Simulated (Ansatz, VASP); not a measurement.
## MgC2 in VASP and in Ansatz

```
CELL_PARAMETERS angstrom
3.08645 0.00000 0.00000
-1.54322 2.67294 0.00000
0.00000 0.00000 5.58527
ATOMIC_POSITIONS crystal
Mg 0.00000 0.00000 0.50000
C 0.00000 0.00000 0.16553
C 0.00000 0.00000 0.83447
```

Alike in both runs: task single point; functional PBE; k mesh 6 × 6 × 4; occupations gaussian, width 0.1 eV; collinear spin.

```csv
,VASP,Ansatz
version,VASP 6.6.1,Ansatz 0.2.0
potentials or method,"VASP PAW PBE potentials, release 64 (Mg, C), cutoff 520 eV","scalar-relativistic, plane waves, PAW"
valence electrons in the cell,10,18
```

```tsv
	VASP	Ansatz	Ansatz less VASP
gap on the k mesh at the Fermi level (eV)	none	none	-
pressure (GPa)	-3.3	-3.5	-0.24
traceless stress, the component that is largest in VASP (GPa)	2.25	1.64	-0.609
rms of the force components (eV/Å)	3.909	3.882	-0.0279
net moment per atom (μB)	0.00	0.00	0.000
```

Atom by atom the forces differ by 0.028 eV/Å (rms over components). A gap of «none» marks a metal or a gap that the smearing closes. VASP's potentials hold 10 valence electrons a cell and Ansatz's 18, so a difference there can come from the potentials and not from the codes. Ansatz's warnings: seeded moment not kept.

The k mesh is coarse, so the values compare programs but aren't converged.
